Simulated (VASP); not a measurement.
Here is a VASP 6.6.1 calculation.

INCAR

```
  PREC = Accurate
  ENCUT = 500
  EDIFF = 1E-7
  ISMEAR = 0
  SIGMA = 0.02
  LREAL = F
  LASPH = T
  NELM = 120
  ALGO = Normal
  ISIF = 3
  LWAVE = F
  LCHARG = F
  IBRION = 2
  NSW = 100
  EDIFFG = -0.002
  GGA_COMPAT = F
  NELMIN = 4
```

Contents of KPOINTS:

```
regular mesh
0
Gamma
  6 6 6
```

The input POSCAR:

```
KCl
1.0
    0.0000000000      3.0382281579      3.0382281579
    3.0382281579      0.0000000000      3.0382281579
    3.0382281579      3.0382281579      0.0000000000
K Cl
1 1
Direct
    0.0000000000      0.0000000000      0.0000000000
    0.5000000000      0.5000000000      0.5000000000
```

Potentials or basis: VASP PAW LDA potentials, release 64 (K_sv, Cl).

Launch:

```console
$ cat potpaw_LDA.64/K_sv/POTCAR potpaw_LDA.64/Cl/POTCAR > POTCAR
$ mpirun -np 1 vasp_std > vasp.out
```

What does it give for the band gap on the k mesh?

5.11 eV.

Predict the relaxed cell.

a = 4.301 Å, b = 4.301 Å, c = 4.301 Å, α = 60.00°, β = 60.00°, γ = 60.00°.

Final structure:
```
K Cl
1.0
     0.00000    3.04099    3.04099
     3.04099    0.00000    3.04099
     3.04099    3.04099    0.00000
K Cl
1 1
Direct
  0.00000 0.00000 0.00000
  0.50000 0.50000 0.50000
```
